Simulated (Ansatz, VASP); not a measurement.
## Two plane-wave programs on SnO2

POSCAR

```
SnO2
1.0
    4.6113612052      0.0000000000      0.0000000000
    0.0000000000      4.6113612052      0.0000000000
    0.0000000000      0.0000000000      3.4105293282
Sn O
2 4
Direct
    0.0000000000      0.0000000000      0.0000000000
    0.5000000000      0.5000000000      0.5000000000
    0.3058934984      0.3058934984      0.0000000000
    0.1941065016      0.8058934984      0.5000000000
    0.6941065016      0.6941065016      0.0000000000
    0.8058934984      0.1941065016      0.5000000000
```

The input INCAR.step1:

```
SYSTEM = SnO2
PREC = Accurate
ENCUT = 520
ISMEAR = 0
SIGMA = 0.05
LREAL = .False.
LASPH = .True.
NELM = 60
NBANDS = 35
GGA = PE
ALGO = Normal
EDIFF = 1E-4
LWAVE = .True.
LCHARG = .False.
```

The input INCAR.step2:

```
SYSTEM = SnO2
PREC = Accurate
ENCUT = 520
EDIFF = 1E-7
ISMEAR = 0
SIGMA = 0.05
LREAL = .False.
LASPH = .True.
NELM = 60
ALGO = Normal
ISIF = 2
LWAVE = .False.
LCHARG = .False.
METAGGA = R2SCAN
LMIXTAU = .True.
NBANDS = 35
ISTART = 1
```

KPOINTS

```
regular mesh
0
Gamma
  6 6 10
  0 0 0
```

Input for Ansatz:

```yaml
crystal:
  lattice:
    - [4.6113612072, 0.0, 0.0]
    - [0.0, 4.6113612072, 0.0]
    - [0.0, 0.0, 3.4105293275]
  atoms:
    - { symbol: Sn, position: [0.0, 0.0, 0.0] }
    - { symbol: Sn, position: [0.5, 0.5, 0.5] }
    - { symbol: O, position: [0.3058934983, 0.3058934983, 0.0] }
    - { symbol: O, position: [0.1941065017, 0.8058934983, 0.5] }
    - { symbol: O, position: [0.6941065017, 0.6941065017, 0.0] }
    - { symbol: O, position: [0.8058934983, 0.1941065017, 0.5] }
basis:
  ecutwfc: 500
kpoints:
  mp_grid: { grid: [6, 6, 10] }
hamiltonian:
  xc: r2scan
scf:
  occupations: { method: gaussian, width: 0.05 }
output:
  forces: true
  stress: true
  eigenvalues: true
```

Alike in both runs: task single point; functional r2SCAN; k mesh 6 × 6 × 10; occupations gaussian, width 0.05 eV; no spin polarisation.

|  | VASP | Ansatz |
| --- | --- | --- |
| version | VASP 6.6.1 | Ansatz 0.2.0 |
| potentials or method | VASP PAW PBE potentials, release 64 (Sn_d, O), cutoff 520 eV | scalar-relativistic, plane waves, PAW |
| valence electrons in the cell | 52 | 52 |

```tsv
	VASP	Ansatz	Ansatz less VASP
gap on the k mesh at the Fermi level (eV)	1.56	1.54	-0.022
least direct gap on the mesh (eV)	1.56	1.54	-0.022
pressure (GPa)	-1.2	-2.2	-1.06
traceless stress, the component that is largest in VASP (GPa)	-13.38	-13.31	+0.073
rms of the force components (eV/Å)	0.166	0.149	-0.0168
```

VASP's potentials were made for PBE, not for r2SCAN. Atom by atom the forces differ by 0.017 eV/Å (rms over components). With one functional, cell and mesh, what is left measures potentials, basis and numerics.
